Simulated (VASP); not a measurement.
# AlN (I-4m2) in VASP: G0W0 quasiparticle levels with PBE

Aim: the G0W0 quasiparticle levels of AlN with PBE.

All numbers are computed with VASP 6.6.1; they aren't measurements. Logs are shortened: lines on timing, memory, paths and dates and some standing lists are left out, and cuts for length are marked.

## 1. The cell of the first run

Symmetry: I-4m2, No. 119, tetragonal system. The conventional cell has a = 2.996 Å, b = 2.996 Å, c = 4.370 Å, α = 90.00°, β = 90.00°, γ = 90.00°. Al (site symmetry -4m2) has 4 N at 1.85 Å within 2.5 Å. N (site symmetry -4m2) has 4 Al at 1.85 Å within 2.5 Å.

## 2. G0W0 quasiparticle levels, PBE

The input, POSCAR:

```
AlN
1.0
    0.0000000000      2.1182377502      2.1848764830
    2.1182377502      0.0000000000      2.1848764830
    2.1182377502      2.1182377502      0.0000000000
Al N
1 1
Direct
    0.0000000000      0.0000000000      0.0000000000
    0.7500000000      0.7500000000      0.7500000000
```

The input, INCAR.step1:

```
  ALGO = Normal
  EDIFF = 1E-8
  ENCUT = 500
  GGA = PE
  ISMEAR = 0
  LASPH = T
  LCHARG = F
  LREAL = F
  LWAVE = T
  NELM = 80
  PREC = Accurate
  SIGMA = 0.01
```

The input, INCAR.step2:

```
  ALGO = Exact
  EDIFF = 1E-8
  ENCUT = 500
  GGA = PE
  ISMEAR = 0
  ISTART = 1
  LASPH = T
  LCHARG = F
  LOPTICS = T
  LREAL = F
  LWAVE = T
  NBANDS = 85
  NELM = 1
  PREC = Accurate
  SIGMA = 0.01
```

The input, INCAR.step3:

```
  ALGO = EVGW0
  EDIFF = 1E-8
  ENCUT = 500
  ENCUTGW = 150.0
  GGA = PE
  ISMEAR = 0
  ISTART = 1
  LASPH = T
  LCHARG = F
  LREAL = F
  LWAVE = F
  NBANDS = 85
  NBANDSGW = 12
  NELMGW = 1
  NOMEGA = 96
  OMEGAMAX = 20
  PREC = Accurate
  PRECFOCK = Fast
  SIGMA = 0.01
```

The input, KPOINTS:

```
k-points
0
Gamma
  6 6 6
```

Potentials or basis: VASP PAW PBE potentials, release 64 (Al_GW, N_GW).

On the command line:

```bash
$ cat potpaw_PBE.64/Al_GW/POTCAR potpaw_PBE.64/N_GW/POTCAR > POTCAR
$ cp INCAR.step1 INCAR
$ mpirun -np 1 vasp_std > vasp.out
$ cp INCAR.step2 INCAR
$ mpirun -np 1 vasp_std > vasp.out
$ cp INCAR.step3 INCAR
$ mpirun -np 1 vasp_std > vasp.out
```

OUTCAR:

```text
EDIFF = 1E-8
   ENCUT = 500
   ENCUTGW = 150.0
   GGA = PE
   ISMEAR = 0
   ISTART = 1
   LASPH = T
   LREAL = F
   NELMGW = 1
   PREC = Accurate
   PRECFOCK = Fast

 ion  position               nearest neighbor table
   1  0.000  0.000  0.000-   2 1.85   2 1.85   2 1.85   2 1.85
   2  0.750  0.750  0.750-   1 1.85   1 1.85   1 1.85   1 1.85

  LATTYP: Found a body centered tetragonal cell.
 ALAT       =     2.9956405547
 C/A-ratio  =     1.4587040355

  Lattice vectors:

 A1 = (  -2.1182377502,   0.0000000000,   2.1848764830)
 A2 = (   2.1182377502,   0.0000000000,   2.1848764830)
 A3 = (   0.0000000000,   2.1182377502,  -2.1848764830)

Analysis of symmetry for initial positions (statically):
=====================================================================
 Subroutine PRICEL returns:
 Original cell was already a primitive cell.

 Routine SETGRP: Setting up the symmetry group for a
 body centered tetragonal supercell.

 Subroutine GETGRP returns: Found  8 space group operations
 (whereof  8 operations were pure point group operations)
 out of a pool of 16 trial point group operations.

The static configuration has the point symmetry D_2d.

Analysis of symmetry for dynamics (positions and initial velocities):
=====================================================================
 Subroutine PRICEL returns:
 Original cell was already a primitive cell.

 Routine SETGRP: Setting up the symmetry group for a
 body centered tetragonal supercell.

 Subroutine GETGRP returns: Found  8 space group operations
 (whereof  8 operations were pure point group operations)
 out of a pool of 16 trial point group operations.

The dynamic configuration has the point symmetry D_2d.

 Subroutine INISYM returns: Found  8 space group operations
 (whereof  8 operations are pure point group operations),
 and found     1 'primitive' translations

----------------------------------------------------------------------------------------

                                     Primitive cell

  volume of cell :      19.6068

  direct lattice vectors                    reciprocal lattice vectors
     0.000000000  2.118237750  2.184876483    -0.236045269  0.236045269  0.228845888
     2.118237750  0.000000000  2.184876483     0.236045269 -0.236045269  0.228845888
     2.118237750  2.118237750  0.000000000     0.236045269  0.236045269 -0.228845888

  length of vectors
     3.043126092  3.043126092  2.995640555     0.404728525  0.404728525  0.404728525

  position of ions in fractional coordinates (direct lattice)
     0.000000000  0.000000000  0.000000000
     0.750000000  0.750000000  0.750000000

  ion indices of the primitive-cell ions
   primitive index   ion index
                 1           1
                 2           2

----------------------------------------------------------------------------------------

 KPOINTS: k-points

Automatic generation of k-mesh.
 Grid dimensions read from file:
 generate k-points for:    6    6    6

 Generating k-lattice:

  Cartesian coordinates                     Fractional coordinates (reciprocal lattice)
    -0.039340878  0.039340878  0.038140981     0.166666667 -0.000000000  0.000000000
     0.039340878 -0.039340878  0.038140981    -0.000000000  0.166666667  0.000000000
     0.039340878  0.039340878 -0.038140981     0.000000000  0.000000000  0.166666667

  Length of vectors
     0.067454754  0.067454754  0.067454754

  Shift w.r.t. Gamma in fractional coordinates (k-lattice)
     0.000000000  0.000000000  0.000000000

 Subroutine IBZKPT returns following result:
 ===========================================

 Found     30 irreducible k-points:

 Following reciprocal coordinates:
            Coordinates               Weight
  0.000000  0.000000  0.000000      1.000000
  0.166667  0.000000  0.000000      8.000000
  0.333333  0.000000  0.000000      8.000000
  0.500000  0.000000  0.000000      4.000000
  0.166667  0.166667  0.000000      2.000000
  0.333333  0.166667  0.000000      8.000000
[... 16 lines left out ...]
  0.333333  0.000000  0.333333      4.000000
  0.500000  0.000000  0.333333     16.000000
 [... further k-points ...]
   k-points           NKPTS =     30   k-points in BZ     NKDIM =    216   number of bands    NBANDS=     85
   number of dos      NEDOS =    301   number of ions     NIONS =      2
   total plane-waves  NPLWV =  13824
   dimension x,y,z NGX =    24 NGY =   24 NGZ =   24
   dimension x,y,z NGXF=    48 NGYF=   48 NGZF=   48
   ions per type =               1   1
   NGX,Y,Z   is equivalent  to a cutoff of  13.11, 13.11, 13.32 a.u.
   NGXF,Y,Z  is equivalent  to a cutoff of  26.22, 26.22, 26.64 a.u.
 SYSTEM =  unknown system
   PREC   = accura    normal or accurate (medium, high low for compatibility)
   ISTART =      1    job   : 0-new  1-cont  2-samecut
   ICHARG =      0    charge: 1-file 2-atom 10-const
   ISPIN  =      1    spin polarized calculation?
   LNONCOLLINEAR =      F non collinear calculations
   LSORBIT =      F    spin-orbit coupling
   LASPH  =      T    aspherical Exc in radial PAW
   ENCUT  =  500.0 eV  36.75 Ry    6.06 a.u.   5.55  5.55  5.46*2*pi/ulx,y,z
   NELM   =     60;   NELMIN=  2; NELMDL=  0     # of ELM steps
   EDIFF  = 0.1E-07   stopping-criterion for ELM
   LREAL  =      F    real-space projection
   EDIFFG = 0.1E-06   stopping-criterion for IOM
   NSW    =      0    number of steps for IOM
   IBRION =     -1    ionic relax: 0-MD 1-quasi-New 2-CG
   NFREE  =      0    steps in history (QN), initial steepest desc. (CG)
   ISIF   =      0    stress and relaxation
   ISYM   =      3    0-nonsym 1-usesym 2-fastsym
   POTIM  = 0.5000    time-step for ionic-motion
   TEBEG  =    0.0;   TEEND  =   0.0 temperature during run
   PSTRESS=    0.0 pullay stress
   NELECT =       8.0000    total number of electrons
   NUPDOWN=      -1.0000    fix difference up-down
   EMIN   =  10.00;   EMAX   =-10.00  energy-range for DOS
   EFERMI =   0.00;   METHOD = LEGACY
   ISMEAR =     0;   SIGMA  =   0.01  broadening in eV -4-tet -1-fermi 0-gaus
   EFERMI_NEDOS =   21; number of points for ismear=-14 and -15
   IALGO  =     38    algorithm
   IMIX   =      4    mixing-type and parameters
     AMIX     =   0.40;   BMIX     =  1.00
     AMIX_MAG =   1.60;   BMIX_MAG =  1.00
  volume/ion in A,a.u.               =       9.80        66.16
  Fermi-wavevector in a.u.,A,eV,Ry     =   1.214235  2.294571 20.059974  1.474367
  Thomas-Fermi vector in A             =   2.349661
   LORBIT       =      0    0 simple, 1 ext, 2 COOP (PROOUT), +10 PAW based schemes
   GGA     = PE    functional components
   LHFCALC =     T    Hartree Fock is set to
   PRECFOCK=fast      Normal, Fast or Accurate (Low or Medium for compatibility)
   ENCUT4O =  -1.0   cutoff for four orbital integrals eV
   NKREDX  =     1    reduce k-point grid by
   NKREDY  =     1    reduce k-point grid by
   NKREDZ  =     1    reduce k-point grid by
   AEXX    =    1.0000 exact exchange contribution
   HFSCREEN=    0.0000 screening length (either q_TF or 0.3 A-1)
   HFSCREENC=   0.0000 screening length for correlation (either q_TF or 0.3 A-1)
   ENCUTFOCK=  -1.0 apply spherical cutoff to Coloumb kernel
   IVDW    =     0    specifies the selected vdW correction
   LEPSILON=     F    determine dielectric tensor
   LRPA    =     F    only Hartree local field effects (RPA)
   LRPAFORCE           =     F    calculate RPA forces
   ENCUTGW             = 150.0    cutoff for response function in eV
   ENCUTGWSOFT         = 120.0    soft cutoff for Coulomb kernel in GW response function in eV
   ENCUTLF             =  -1.0    cutoff for local field effects
   NELMGW              =     1    number of iterations in solving QP/BSE equation
   NELMHF              =     1    number of iterations in the inner HF iteration
   NKREDLFX            =     1    NKREDLFY  =   1   NKREDLFZ  =   1
 non-spin polarized calculation
 Gauss-broadening in eV      SIGMA  =   0.01
  energy-cutoff  :      500.00
  volume of cell :       19.61
 maximum number of plane-waves:       531
 NGX is ok and might be reduce to    24
  NGX = 14; NGY = 14; NGZ = 14
   NGX = 11   NGY = 11   NGZ = 11
 maximum number of plane-waves:        88
 NGX is ok and might be reduce to    14

 QP shifts <psi_nk| G(iteration)W_0 |psi_nk>: iteration 1
 for sc-GW calculations column KS-energies equals QP-energies in previous step
 and V_xc(KS)=  KS-energies - (<T + V_ion + V_H > + <T+V_H+V_ion>^1  + <V_x>^1)

 k-point   1 :       0.0000    0.0000    0.0000
  band No.  KS-energies  QP-energies   sigma(KS)   V_xc(KS)     V^pw_x(r,r')   Z            occupation Imag(sigma)

      1      -9.8731     -11.4037     -16.9259     -14.8486     -24.9443       0.7368       2.0000       1.2267
      2       5.3844       4.4805     -18.0656     -16.9105     -21.0351       0.7824       2.0000       0.0348
      3       5.5243       4.6301     -18.0635     -16.9192     -21.0344       0.7815       2.0000       0.0348
      4       5.5243       4.6301     -18.0635     -16.9192     -21.0344       0.7815       2.0000       0.0348
      5      10.2103      10.9794     -11.7805     -12.7266      -7.9098       0.8128       0.0000      -0.0483
      6      18.6317      19.6459      -9.2175     -10.4756      -4.1498       0.8061       0.0000      -0.0873
      7      18.6317      19.6459      -9.2175     -10.4756      -4.1498       0.8061       0.0000      -0.0873
      8      18.6571      19.6744      -9.2624     -10.5219      -4.1923       0.8077       0.0000      -0.0874
      9      23.0641      24.0800      -9.3542     -10.6348      -3.8625       0.7934       0.0000      -0.2103
     10      24.1799      25.2199      -9.3797     -10.6903      -3.7562       0.7935       0.0000      -0.2488
     11      24.3819      24.8844      -9.0422      -9.6911      -2.6355       0.7744       0.0000      -0.5687
     12      25.5847      26.1265      -9.2571      -9.9469      -2.6736       0.7853       0.0000      -0.7544

 k-point   2 :       0.1667    0.0000    0.0000
  band No.  KS-energies  QP-energies   sigma(KS)   V_xc(KS)     V^pw_x(r,r')   Z            occupation Imag(sigma)
[... 353 lines left out ...]
      1      -7.1274      -8.5277     -18.5985     -16.7031     -26.2009       0.7388       2.0000       0.8584
      2       0.8161      -0.4382     -15.4947     -13.7969     -19.3756       0.7388       2.0000       0.0914
      3       2.8187       1.6363     -16.1610     -14.6183     -19.4859       0.7664       2.0000       0.0527
      4       3.8409       2.7405     -17.0782     -15.6536     -20.3176       0.7724       2.0000       0.0433
      5      10.2132      10.8035      -9.5803     -10.2982      -5.6374       0.8222       0.0000      -0.0496
      6      15.3637      16.2620      -9.7208     -10.8188      -5.1756       0.8181       0.0000      -0.0592
      7      19.2423      20.5244     -12.1761     -13.8381      -6.4457       0.7714       0.0000      -0.1676
      8      20.4980      21.5424     -10.5591     -11.9054      -4.6076       0.7758       0.0000      -0.2376
      9      21.6812      22.7305     -10.8038     -12.1813      -4.5211       0.7617       0.0000      -0.3000
     10      27.7413      28.6810      -9.4329     -10.6440      -2.8743       0.7759       0.0000      -0.5343
     11      30.5997      31.8063     -10.7341     -12.2761      -3.8402       0.7825       0.0000      -0.9031
     12      32.3600      33.6699     -10.3816     -12.0238      -3.8746       0.7976       0.0000      -0.8699

 [... further k-points ...]
```

Wall time 7 min (1 thread of Intel Xeon Platinum 8559C (Emerald Rapids), shared host); peak memory 0.42 GiB.

What came out:

- Quasiparticle gap: 4.62 eV
- Least direct quasiparticle gap: 6.35 eV
- Band gap of the starting levels on the mesh: 3.25 eV
- Least direct gap of the starting levels on the mesh: 4.69 eV

Caveat: the k points lie up to 0.42 Å⁻¹ apart; bands, screening cutoff and mesh are small and nothing is extrapolated, so the quasiparticle values aren't converged.
